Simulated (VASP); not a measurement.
# MgO (P-6m2) in VASP: vibrations by perturbation theory with PBEsol

Aim: the vibrations by perturbation theory of MgO with PBEsol.

All numbers are computed with VASP 6.6.1; they aren't measurements. Logs are shortened: lines on timing, memory, paths and dates and some standing lists are left out, and cuts for length are marked.

### 1 The cell of the first run

The structure is hexagonal, space group P-6m2 (No. 187). Conventional cell: a = 2.938 Å, b = 2.938 Å, c = 2.680 Å, α = 90.00°, β = 90.00°, γ = 120.00°. Within 2.9 Å of Mg (site symmetry -6m2) lie 6 O at 2.16 Å and 2 Mg at 2.68 Å. Within 2.9 Å of O (site symmetry -6m2) lie 6 Mg at 2.16 Å and 2 O at 2.68 Å.

### 2 Vibrations by perturbation theory, PBEsol

INCAR reads:

```
SYSTEM = MgO
  PREC = Accurate
  ENCUT = 520
  EDIFF = 1E-8
  ISMEAR = 0
  SIGMA = 0.01
  LREAL = .FALSE.
  LASPH = .TRUE.
  NELM = 100
  ALGO = Normal
  ISIF = 2
  LWAVE = .FALSE.
  LCHARG = .TRUE.
  GGA = PS
  IBRION = 8
  NSW = 1
```

KPOINTS reads:

```
Automatic mesh
0
G
  3 3 3
  0 0 0
```

POSCAR reads:

```
MgO
1.0
    2.9380209000      0.0000000000      0.0000000000
   -1.4690104500      2.5444007400      0.0000000000
    0.0000000000      0.0000000000      2.6796800000
Mg O
1 1
Direct
    0.0000000000      0.0000000000      0.0000000000
    0.3333333300      0.6666666700      0.5000000000
```

Potentials or basis: VASP PAW PBE potentials, release 64 (Mg, O).

Started as:

```bash
cat potpaw_PBE.64/Mg/POTCAR potpaw_PBE.64/O/POTCAR > POTCAR
mpirun -np 1 vasp_std > vasp.out
```

OUTCAR:

```text
SYSTEM = MgO
   PREC = Accurate
   ENCUT = 520
   EDIFF = 1E-8
   ISMEAR = 0
   LREAL = .FALSE.
   LASPH = .TRUE.
   NELM = 100
   ISIF = 2
   GGA = PS
   IBRION = 8
   NSW = 1

 ion  position               nearest neighbor table
   1  0.000  0.000  0.000-   2 2.16   2 2.16   2 2.16   2 2.16   2 2.16   2 2.16
   2  0.333  0.667  0.500-   1 2.16   1 2.16   1 2.16   1 2.16   1 2.16   1 2.16

  LATTYP: Found a hexagonal cell.
 ALAT       =     2.9380209000
 C/A-ratio  =     0.9120697542

  Lattice vectors:

 A1 = (   2.9380209000,   0.0000000000,   0.0000000000)
 A2 = (  -1.4690104500,   2.5444007400,   0.0000000000)
 A3 = (   0.0000000000,   0.0000000000,   2.6796800000)

Analysis of symmetry for initial positions (statically):
=====================================================================
 Subroutine PRICEL returns:
 Original cell was already a primitive cell.

 Routine SETGRP: Setting up the symmetry group for a
 hexagonal supercell.

 Subroutine GETGRP returns: Found 12 space group operations
 (whereof 12 operations were pure point group operations)
 out of a pool of 24 trial point group operations.

The static configuration has the point symmetry D_3h.

Analysis of symmetry for dynamics (positions and initial velocities):
=====================================================================
 Subroutine PRICEL returns:
 Original cell was already a primitive cell.

 Routine SETGRP: Setting up the symmetry group for a
 hexagonal supercell.

 Subroutine GETGRP returns: Found 12 space group operations
 (whereof 12 operations were pure point group operations)
 out of a pool of 24 trial point group operations.

The dynamic configuration has the point symmetry D_3h.

 Subroutine INISYM returns: Found 12 space group operations
 (whereof 12 operations are pure point group operations),
 and found     1 'primitive' translations

----------------------------------------------------------------------------------------

[... 206 lines left out ...]

 VOLUME and BASIS-vectors are now :
 -----------------------------------------------------------------------------
  energy-cutoff  :      520.00
  volume of cell :       20.03
      direct lattice vectors                 reciprocal lattice vectors
     2.938020900  0.000000000  0.000000000     0.340365176  0.196509926  0.000000000
    -1.469010450  2.544400740  0.000000000     0.000000000  0.393019851  0.000000000
     0.000000000  0.000000000  2.679680000     0.000000000  0.000000000  0.373178887

 POSITION                                       TOTAL-FORCE (eV/Angst)
 -----------------------------------------------------------------------------------
      0.00000      0.00000      0.00000        -0.000000      0.000000      0.000000
     -0.00000      1.69627      1.33984         0.000000     -0.000000      0.000000
 -----------------------------------------------------------------------------------
    total drift:                                0.000018     -0.000011     -0.000000

  FREE ENERGIE OF THE ION-ELECTRON SYSTEM (eV)
  ---------------------------------------------------
  free  energy   TOTEN  =       -11.7025831533 eV

  energy  without entropy=      -11.7025831533  energy(sigma->0) =      -11.70258315

[... ionic steps 2 to 3 ...]

--------------------------------------- Ionic step        4  -------------------------------------------

------------------------ aborting loop because EDIFF is reached ----------------------------------------
[... 11 lines left out ...]
[... ionic steps 8 to 8 ...]

--------------------------------------- Ionic step        9  -------------------------------------------

 Free energy of the ion-electron system (eV)
  ---------------------------------------------------
  ---------------------------------------------------
  free energy    TOTEN  =        -0.35821271 eV

  energy without entropy =       -0.35821271

------------------------ aborting loop because EDIFF is reached ----------------------------------------

 INTERNAL STRAIN TENSOR  FOR ION    2  DIRECTION 3   (eV/Angst):
 -----------------------------------------------------------------------------
     0.00945  0.00000  0.00000
     0.00000  0.00945  0.00000
     0.00000  0.00000 -0.01066

 INTERNAL STRAIN TENSOR FOR ION    2 for displacements in x,y,z  (eV/Angst):
          X           Y           Z          XY          YZ          ZX
  --------------------------------------------------------------------------------
  x    -0.00000     0.00000     0.00000    -0.37739     0.00000     0.00000
  y    -0.37739     0.37739     0.00000    -0.00000     0.00000     0.00000
  z     0.00000     0.00000     0.00000     0.00000     0.00000     0.00000

 SECOND DERIVATIVES (NOT SYMMETRIZED)
 ------------------------------------
               1X          1Y          1Z          2X          2Y          2Z
  1X    -3.208011    0.000000    0.000000    3.208011    0.000000    0.000000
  1Y     0.000000   -3.208011    0.000000    0.000000    3.208011    0.000000
  1Z     0.000000    0.000000   -3.166545   -0.000000    0.000000    3.166545
  2X     3.210877    0.000000    0.000000   -3.210877    0.000000    0.000000
  2Y     0.000000    3.210877    0.000000    0.000000   -3.210877    0.000000
  2Z    -0.000000    0.000000    3.157662    0.000000    0.000000   -3.157662

 Eigenvectors and eigenvalues of the dynamical matrix
 ----------------------------------------------------

   1 f  =    9.016900 THz    56.654856 2PiTHz  300.771422 cm-1    37.290887 meV
             X         Y         Z           dx          dy          dz
      0.000000  0.000000  0.000000     0.000000   -0.629888   -0.000000
     -0.000000  1.696267  1.339840    -0.000000    0.776686    0.000000
[... 21 lines left out ...]
   6 f/i=    0.006152 THz     0.038653 2PiTHz    0.205204 cm-1     0.025442 meV
             X         Y         Z           dx          dy          dz
      0.000000  0.000000  0.000000     0.000000    0.000000    0.776115
     -0.000000  1.696267  1.339840    -0.000000    0.000000    0.630592

--------------------------------------------------------------------------------------------------------

 ELASTIC MODULI CONTR FROM IONIC RELAXATION (kBar)
 Direction    XX          YY          ZZ          XY          YZ          ZX
 --------------------------------------------------------------------------------
 XX          -4.0043      4.0043      0.0000     -0.0000      0.0000      0.0000
 YY           4.0043     -4.0043      0.0000     -0.0000      0.0000      0.0000
 ZZ           0.0000      0.0000      0.0000      0.0000      0.0000      0.0000
 XY          -0.0000     -0.0000      0.0000     -4.0043      0.0000      0.0000
 YZ           0.0000      0.0000      0.0000      0.0000      0.0000      0.0000
 ZX           0.0000      0.0000      0.0000      0.0000      0.0000      0.0000
 --------------------------------------------------------------------------------
```

OSZICAR:

```text
N       E                     dE             d eps       ncg     rms          rms(c)
DAV:   1     0.178987180439E+02    0.17899E+02   -0.49061E+03   112   0.891E+02
DAV:   2    -0.126364044156E+02   -0.30535E+02   -0.30144E+02   120   0.148E+02
DAV:   3    -0.133382253688E+02   -0.70182E+00   -0.70182E+00   152   0.251E+01
[... 61 lines left out ...]
RMM:   6    -0.358220186709E+00    0.17670E-04   -0.81183E-08   175   0.296E-03    0.927E-04
RMM:   7    -0.358213371455E+00    0.68153E-05   -0.74290E-09   181   0.105E-03    0.747E-05
RMM:   8    -0.358212666404E+00    0.70505E-06    0.15385E-09   180   0.103E-04    0.241E-05
RMM:   9    -0.358212578656E+00    0.87748E-07    0.36994E-09   182   0.574E-05    0.396E-06
RMM:  10    -0.358212711002E+00   -0.13235E-06    0.17097E-09   173   0.204E-05    0.877E-07
RMM:  11    -0.358212714296E+00   -0.32933E-08   -0.14296E-09   155   0.132E-05    0.172E-07
 Linear response finished
```

stdout:

```text
POSCAR found type information on POSCAR MgO
 POSCAR found :  2 types and       2 ions
 scaLAPACK will be used
 -----------------------------------------------------------------------------
|                                                                             |
|                                                                             |
|     You enforced a specific xc type in the INCAR file but a different       |
|     I HOPE YOU KNOW WHAT YOU ARE DOING!                                     |
|                                                                             |
 -----------------------------------------------------------------------------

 LDA part: xc-table for (Slater+PW92), standard interpolation
 POSCAR, INCAR and KPOINTS ok, starting setup
 FFT: planning ... GRIDC
 FFT: planning ... GRID_SOFT
 FFT: planning ... GRID
 WAVECAR not read
 entering main loop
 Linear response reoptimize wavefunctions to high precision
 Linear response DOF=           4
 Linear response progress:
 first order change of Fermi-energy  -0.94466E-06
 force on displaced ion       1 direction 1 :  -3.208   0.000   0.000
 Linear response progress:
 first order change of Fermi-energy   0.55903E-04
 force on displaced ion       1 direction 3 :   0.000  -0.000  -3.167
 Linear response progress:
 first order change of Fermi-energy   0.26275E-04
 force on displaced ion       2 direction 1 :  -3.211   0.000   0.000
 Linear response progress:
 first order change of Fermi-energy  -0.63452E-03
 force on displaced ion       2 direction 3 :   0.000  -0.000  -3.158
 Linear response finished
```

It took 35 s on 1 thread of Intel Xeon 6975P-C, shared host; peak memory 0.14 GiB.

Results:

| Quantity | Value |
| --- | --- |
| Highest phonon frequency at Γ, LO-TO splitting left out | 301 cm⁻¹ |

Phonon frequencies in cm⁻¹ (negative: imaginary):
```tsv
q point	frequencies
(0.000, 0.000, 0.000)	0 0 0 298 301 301
```

Caveat: the k points lie up to 0.82 Å⁻¹ apart; the cell wasn't relaxed at this level first, which shifts response properties.
